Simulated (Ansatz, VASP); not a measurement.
HgTe in VASP and in Ansatz

POSCAR

```
HgTe
1.0
    0.0000000000      3.1904831497      3.4196598652
    3.1904831497      0.0000000000      3.4196598652
    3.1904831497      3.1904831497      0.0000000000
Hg Te
1 1
Direct
    0.0000000000      0.0000000000      0.0000000000
    0.2500000000      0.2500000000      0.2500000000
```

INCAR.step1

```
SYSTEM = HgTe
ALGO     = Normal         ! electronic algorithm
EDIFF    = 1E-4           ! SCF threshold, eV
ENCUT    = 520            ! plane-wave cutoff, eV
GGA      = PE             ! functional
GGA_COMPAT= .FALSE.      
ISMEAR   = -1             ! smearing method
LASPH    = .TRUE.         ! aspherical terms in the spheres
LCHARG   = .FALSE.        ! write CHGCAR
LNONCOLLINEAR= .TRUE.         ! non-collinear magnetism
LREAL    = .FALSE.        ! projectors in reciprocal space
LSORBIT  = .TRUE.         ! spin-orbit coupling
LWAVE    = .TRUE.         ! write WAVECAR
MAGMOM   = 0 0 0 0 0 0    ! initial moments
NBANDS   = 30             ! bands
NELM     = 150            ! most SCF steps
PREC     = Accurate       ! precision mode
SIGMA    = 0.02           ! smearing width, eV
```

File INCAR.step2:

```
SYSTEM = HgTe
ALGO     = Normal         ! electronic algorithm
EDIFF    = 1E-7           ! SCF threshold, eV
ENCUT    = 520            ! plane-wave cutoff, eV
GGA_COMPAT= .FALSE.      
ISIF     = 2              ! what is computed and relaxed
ISMEAR   = -1             ! smearing method
ISTART   = 1            
LASPH    = .TRUE.         ! aspherical terms in the spheres
LCHARG   = .FALSE.        ! write CHGCAR
LMIXTAU  = .TRUE.       
LNONCOLLINEAR= .TRUE.         ! non-collinear magnetism
LORBIT   = 11             ! projections on sites
LORBMOM  = .TRUE.       
LREAL    = .FALSE.        ! projectors in reciprocal space
LSORBIT  = .TRUE.         ! spin-orbit coupling
LWAVE    = .FALSE.        ! write WAVECAR
MAGMOM   = 0 0 0 0 0 0    ! initial moments
METAGGA  = R2SCAN         ! meta-GGA
NBANDS   = 30             ! bands
NELM     = 150            ! most SCF steps
PREC     = Accurate       ! precision mode
SIGMA    = 0.02           ! smearing width, eV
```

The input KPOINTS:

```
k-points
0
G
  6 6 6
  0 0 0
```

Input for Ansatz:

```yaml
crystal:
  lattice:
    - [0.0, 3.1904831497, 3.4196598652]
    - [3.1904831497, 0.0, 3.4196598652]
    - [3.1904831497, 3.1904831497, 0.0]
  atoms:
    - { symbol: Hg, position: [0.0, 0.0, 0.0] }
    - { symbol: Te, position: [0.25, 0.25, 0.25] }
kpoints:
  mp_grid: { grid: [6, 6, 6] }
  band_path:
    path:
      - [0.0, 0.0, 0.0]
      - [-0.5, -0.5, 0.0]
      - [-0.375, -0.375, 0.25]
      - [-0.375, 0.0, 0.375]
      - [0.0, 0.0, 0.5]
      - [-0.5, -0.25, 0.25]
      - [-0.035807, -0.035807, 0.0]
    npoints: 1
hamiltonian:
  xc: r2scan
scf:
  occupations: { method: fermi_dirac, width: 0.02 }
  n_extra_bands: 8
magnetization:
  noncollinear: true
  spin_orbit: true
output:
  forces: true
  stress: true
  eigenvalues: true
  write_density: true
  write_potential: true
  elf: true
  volumetric_format: npy
```

Change from the starting cell: epitaxial_xy strain -3.0%.

Alike in both runs: task single point; functional r2SCAN; k mesh 6 × 6 × 6; occupations fermi-dirac, width 0.02 eV; non-collinear spin, spin-orbit coupling.

|  | VASP | Ansatz |
| --- | --- | --- |
| version | VASP 6.6.1 | Ansatz 0.2.0 |
| potentials or method | VASP PAW PBE potentials, release 64 (Hg, Te) | plane waves, PAW |
| plane-wave cutoff (eV) | 520 | 500 |
| valence electrons in the cell | 18 | 36 |

Ansatz gave:

| Item | Value |
| --- | --- |
| pressure (GPa) | 0.4 |
| traceless stress, the component that is largest in VASP (GPa) | -0.81 |

Task: Estimate VASP's values.

Result: Pressure (GPa): 0.6; traceless stress, the component that is largest in VASP (GPa): -0.79.

VASP's potentials were made for PBE, not for r2SCAN. VASP's potentials hold 18 valence electrons a cell and Ansatz's 36, so a difference there can come from the potentials and not from the codes.
